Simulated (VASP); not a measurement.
# WS2 in VASP: dielectric tensor with PBE

Aim: the dielectric tensor of WS2 with PBE.

Everything below comes from runs of VASP 6.6.1. Logs are shortened: lines on timing, memory, paths and dates and some standing lists are left out, and cuts for length are marked.

## (1) The cell of the first run

The cell holds a slab with vacuum, 6 atoms: a = 3.183 Å, b = 3.183 Å, c = 23.669 Å, α = 90.00°, β = 90.00°, γ = 120.00°.

## (2) Dielectric tensor, PBE

INCAR reads:

```
  PREC = Accurate
  ENCUT = 520
  EDIFF = 1E-8
  ISMEAR = 0
  SIGMA = 0.01
  LREAL = False
  LASPH = True
  NELM = 60
  ALGO = Normal
  ISIF = 2
  LWAVE = False
  LCHARG = False
  GGA = PE
  LEPSILON = True
```

KPOINTS reads:

```
Automatic mesh
0
Gamma
  8 8 2
```

POSCAR reads:

```
WS2
1.0
    3.1832085602      0.0000000000      0.0000000000
   -1.5916042801      2.7567394786      0.0000000000
    0.0000000000      0.0000000000     23.6687632500
W S
2 4
Direct
    0.6666666667      0.3333333333      0.3626824600
    0.3333333333      0.6666666667      0.6373175400
    0.6666666667      0.3333333333      0.7031838900
    0.3333333333      0.6666666667      0.4285581700
    0.6666666667      0.3333333333      0.5714418300
    0.3333333333      0.6666666667      0.2968161100
```

Potentials or basis: VASP PAW PBE potentials, release 64 (W_sv, S).

Started as:

```console
$ cat potpaw_PBE.64/W_sv/POTCAR potpaw_PBE.64/S/POTCAR > POTCAR
$ mpirun -np 1 vasp_std > vasp.out
```

OUTCAR:

```text
PREC = Accurate
   ENCUT = 520
   EDIFF = 1E-8
   ISMEAR = 0
   LREAL = False
   LASPH = True
   NELM = 60
   ISIF = 2
   GGA = PE
   LEPSILON = True

 ion  position               nearest neighbor table
   1  0.667  0.333  0.363-   6 2.41   6 2.41   6 2.41   4 2.41   4 2.41   4 2.41
   2  0.333  0.667  0.637-   3 2.41   3 2.41   3 2.41   5 2.41   5 2.41   5 2.41
   3  0.667  0.333  0.703-   2 2.41   2 2.41   2 2.41
   4  0.333  0.667  0.429-   1 2.41   1 2.41   1 2.41
   5  0.667  0.333  0.571-   2 2.41   2 2.41   2 2.41
   6  0.333  0.667  0.297-   1 2.41   1 2.41   1 2.41

  LATTYP: Found a hexagonal cell.
 ALAT       =     3.1832085602
 C/A-ratio  =     7.4355050266

  Lattice vectors:

 A1 = (   3.1832085602,   0.0000000000,   0.0000000000)
 A2 = (  -1.5916042801,   2.7567394786,   0.0000000000)
 A3 = (   0.0000000000,   0.0000000000,  23.6687632500)

Analysis of symmetry for initial positions (statically):
=====================================================================
 Subroutine PRICEL returns:
 Original cell was already a primitive cell.

 Routine SETGRP: Setting up the symmetry group for a
 hexagonal supercell.

 Subroutine GETGRP returns: Found 12 space group operations
 (whereof 12 operations were pure point group operations)
 out of a pool of 24 trial point group operations.

The static configuration has the point symmetry D_3d.

Analysis of symmetry for dynamics (positions and initial velocities):
=====================================================================
 Subroutine PRICEL returns:
 Original cell was already a primitive cell.

 Routine SETGRP: Setting up the symmetry group for a
 hexagonal supercell.

 Subroutine GETGRP returns: Found 12 space group operations
 (whereof 12 operations were pure point group operations)
 out of a pool of 24 trial point group operations.

The dynamic configuration has the point symmetry D_3d.

 Subroutine INISYM returns: Found 12 space group operations
 (whereof 12 operations are pure point group operations),
 and found     1 'primitive' translations

----------------------------------------------------------------------------------------

                                     Primitive cell

  volume of cell :     207.6999

  direct lattice vectors                    reciprocal lattice vectors
     3.183208560  0.000000000  0.000000000     0.314148439  0.181373686  0.000000000
    -1.591604280  2.756739479  0.000000000     0.000000000  0.362747372  0.000000000
     0.000000000  0.000000000 23.668763250     0.000000000  0.000000000  0.042249778

  length of vectors
     3.183208560  3.183208560 23.668763250     0.362747372  0.362747372  0.042249778

  position of ions in fractional coordinates (direct lattice)
     0.666666667  0.333333333  0.362682460
     0.333333333  0.666666667  0.637317540
     0.666666667  0.333333333  0.703183890
     0.333333333  0.666666667  0.428558170
     0.666666667  0.333333333  0.571441830
     0.333333333  0.666666667  0.296816110

  ion indices of the primitive-cell ions
   primitive index   ion index
                 1           1
                 2           2
                 3           3
                 4           4
                 5           5
                 6           6

----------------------------------------------------------------------------------------

 KPOINTS: Automatic mesh

Automatic generation of k-mesh.
 Grid dimensions read from file:
 generate k-points for:    8    8    2

 Generating k-lattice:

  Cartesian coordinates                     Fractional coordinates (reciprocal lattice)
[... 89 lines left out ...]
  volume of cell :      207.70
 maximum number of plane-waves:      5630
 NGX is ok and might be reduce to    24
   NGX = 11   NGY = 11   NGZ = 89

--------------------------------------- Ionic step        1  -------------------------------------------

 number of electron      52.0000000 magnetization

 E-fermi :   1.2007     XC(G=0):  -6.1262

 val. band max:        1.0369495204   @ k =   0.0000   0.0000   0.0000
 cond. band min:       2.7694192666   @ k =   0.2500   0.1250   0.5000
 fundamental gap:      1.7324697463
 Fermi energy:         1.2006603596

 k-point     1 :       0.0000    0.0000    0.0000
  band No.  band energies     occupation
      1     -73.2892      2.00000
      2     -73.2892      2.00000
      3     -37.5266      2.00000
      4     -37.5266      2.00000
      5     -37.3815      2.00000
      6     -37.3815      2.00000
[... 669 lines left out ...]
     30       4.3943      0.00000
     31       4.5980      0.00000

  FORCE on cell =-STRESS in cart. coord.  units (eV):
  Direction    XX          YY          ZZ          XY          YZ          ZX
  --------------------------------------------------------------------------------------
  -------------------------------------------------------------------------------------
  Total        0.9012246      0.9012246      1.8919163      0.0000000      0.0000000     -0.0000000
  in kB        6.9519596      6.9519596     14.5940593      0.0000000      0.0000000     -0.0000000
  external PRESSURE =       9.4993262 kB  Pullay stress =       0.0000000 kB

 VOLUME and BASIS-vectors are now :
 -----------------------------------------------------------------------------
  energy-cutoff  :      520.00
  volume of cell :      207.70
      direct lattice vectors                 reciprocal lattice vectors
     3.183208560  0.000000000  0.000000000     0.314148439  0.181373686  0.000000000
    -1.591604280  2.756739479  0.000000000     0.000000000  0.362747372  0.000000000
     0.000000000  0.000000000 23.668763250     0.000000000  0.000000000  0.042249778

 POSITION                                       TOTAL-FORCE (eV/Angst)
 -----------------------------------------------------------------------------------
      1.59160      0.91891      8.58425        -0.000000     -0.000000     -0.012455
     -0.00000      1.83783     15.08452         0.000000      0.000000      0.012455
      1.59160      0.91891     16.64349         0.000000      0.000000      0.274802
     -0.00000      1.83783     10.14344         0.000000     -0.000000      0.229349
      1.59160      0.91891     13.52532        -0.000000      0.000000     -0.229349
     -0.00000      1.83783      7.02527        -0.000000     -0.000000     -0.274802
 -----------------------------------------------------------------------------------
    total drift:                                0.000000     -0.000000      0.000000

  FREE ENERGIE OF THE ION-ELECTRON SYSTEM (eV)
  ---------------------------------------------------
  free  energy   TOTEN  =       -47.3314079052 eV

  energy  without entropy=      -47.3314079052  energy(sigma->0) =      -47.33140791

 HEAD OF MICROSCOPIC STATIC DIELECTRIC TENSOR (INDEPENDENT PARTICLE, excluding Hartree and local field effects)
 ------------------------------------------------------
           7.981852     0.000000     0.000000
           0.000000     7.981852     0.000000
           0.000000    -0.000000     4.749845
 ------------------------------------------------------

 Free energy of the ion-electron system (eV)
  ---------------------------------------------------
  ---------------------------------------------------
  free energy    TOTEN  =        -4.05335934 eV

  energy without entropy =       -4.05335934

------------------------ aborting loop because EDIFF is reached ----------------------------------------

--------------------------------------- Ionic step        2  -------------------------------------------

------------------------ aborting loop because EDIFF is reached ----------------------------------------

--------------------------------------- Ionic step        3  -------------------------------------------

 Free energy of the ion-electron system (eV)
  ---------------------------------------------------
  ---------------------------------------------------
  free energy    TOTEN  =        -0.45550037 eV

  energy without entropy =       -0.45550037

------------------------ aborting loop because EDIFF is reached ----------------------------------------

 PIEZOELECTRIC TENSOR FIELD DIRECTION 3  (e Angst)
 -----------------------------------------------------------------------------
     0.00355  0.00000 -0.00000           ( -0.00000  0.00000 -0.00000)
     0.00000  0.00355 -0.00000           (  0.00000 -0.00000  0.00000)
    -0.00000 -0.00000 -0.00250           ( -0.00000  0.00000 -0.00001)

 PIEZOELECTRIC TENSOR FIELD DIRECTION 3  (C/m^2)
 -----------------------------------------------------------------------------
     0.00027  0.00000 -0.00000
     0.00000  0.00027 -0.00000
    -0.00000 -0.00000 -0.00019

 MACROSCOPIC STATIC DIELECTRIC TENSOR (including local field effects in DFT)
 ------------------------------------------------------
           7.636725    -0.000000     0.000000
          -0.000000     7.636725     0.000000
           0.000000    -0.000000     1.759888
 ------------------------------------------------------

 PIEZOELECTRIC TENSOR (including local field effects)  for field in x, y, z        (e  Angst)
          XX          YY          ZZ          XY          YZ          ZX
  --------------------------------------------------------------------------------
  x     0.00000     0.00000     0.00000     0.00000     0.00000     0.00000
  y     0.00000     0.00000     0.00000     0.00000     0.00000     0.00000
  z     0.00000     0.00000     0.00000     0.00000     0.00000     0.00000

 PIEZOELECTRIC TENSOR (including local field effects)  for field in x, y, z        (C/m^2)
          XX          YY          ZZ          XY          YZ          ZX
  --------------------------------------------------------------------------------
  x     0.00000     0.00000     0.00000     0.00000     0.00000     0.00000
  y     0.00000     0.00000     0.00000     0.00000     0.00000     0.00000
  z     0.00000     0.00000     0.00000     0.00000     0.00000     0.00000

 BORN EFFECTIVE CHARGES (including local field effects) (in |e|, cummulative output)
 ---------------------------------------------------------------------------------
 ion    1
    1    -0.50054     0.00000     0.00000
    2     0.00000    -0.50054     0.00000
    3     0.00000    -0.00000    -0.47591
 ion    2
    1    -0.50054     0.00000     0.00000
    2     0.00000    -0.50054     0.00000
    3     0.00000     0.00000    -0.47591
 ion    3
    1     0.25415     0.00000     0.00000
    2     0.00000     0.25415     0.00000
    3     0.00000     0.00000     0.37365
 ion    4
    1     0.24639     0.00000     0.00000
    2     0.00000     0.24639     0.00000
    3     0.00000    -0.00000     0.10227
 ion    5
    1     0.24639     0.00000     0.00000
    2     0.00000     0.24639     0.00000
    3    -0.00000     0.00000     0.10227
 ion    6
    1     0.25415     0.00000     0.00000
    2     0.00000     0.25415     0.00000
    3     0.00000    -0.00000     0.37365
```

Wall time 49 min (1 thread of Oxide Virtual Turin-like, shared host); peak memory 0.75 GiB.

What came out:

| Item | Value |
| --- | --- |
| Band gap on the k mesh | 1.73 eV (least direct gap 2.23 eV) |
| Electronic dielectric tensor (diagonal) | 7.64, 7.64, 1.76 |
| Born charges (mean of the diagonal) | W -0.49; S +0.29, +0.20 (each value once) e |

Electronic dielectric tensor:
```
7.64 0.00 0.00
0.00 7.64 0.00
0.00 0.00 1.76
```

Born effective charge tensors (e):
atom 1, W
```
-0.50  0.00  0.00
 0.00 -0.50  0.00
 0.00  0.00 -0.48
```
atom 2, W
```
-0.50  0.00  0.00
 0.00 -0.50  0.00
 0.00  0.00 -0.48
```
atom 3, S
```
0.25 0.00 0.00
0.00 0.25 0.00
0.00 0.00 0.37
```
atom 4, S
```
0.25 0.00 0.00
0.00 0.25 0.00
0.00 0.00 0.10
```
atom 5, S
```
0.25 0.00 0.00
0.00 0.25 0.00
0.00 0.00 0.10
```
atom 6, S
```
0.25 0.00 0.00
0.00 0.25 0.00
0.00 0.00 0.37
```

Caveat: there is no dipole correction, which matters where the two faces differ; spin-orbit coupling is left out, which moves the levels of the heavy elements.
